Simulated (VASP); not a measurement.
Input of a VASP 6.6.1 run:

Contents of INCAR:

```
SYSTEM = Sc
  PREC = Accurate
  ENCUT = 500
  EDIFF = 1E-6
  ISMEAR = 0
  SIGMA = 0.1
  LREAL = .FALSE.
  LASPH = .TRUE.
  NELM = 120
  ALGO = Normal
  ISIF = 2
  LWAVE = .FALSE.
  LCHARG = .FALSE.
  GGA = PS
  NBANDS = 12
  GGA_COMPAT = .FALSE.
```

File KPOINTS:

```
regular mesh
0
G
  8 8 8
  0 0 0
```

Contents of POSCAR:

```
Sc
1.0
    0.0000000000      2.3268462047      2.3268462047
    2.3268462047      0.0000000000      2.3268462047
    2.3268462047      2.3268462047      0.0000000000
Sc
1
Direct
    0.0000000000      0.0000000000      0.0000000000
```

Potentials or basis: VASP PAW PBE potentials, release 64 (Sc_sv).

Command:

```bash
$ cat potpaw_PBE.64/Sc_sv/POTCAR > POTCAR
$ mpirun -np 1 vasp_std > vasp.out
```

Question: Estimate the pressure.

Answer: -3.2 GPa.

Caveat: the PAW data sets were made with another functional, which shifts forces and pressure a little.
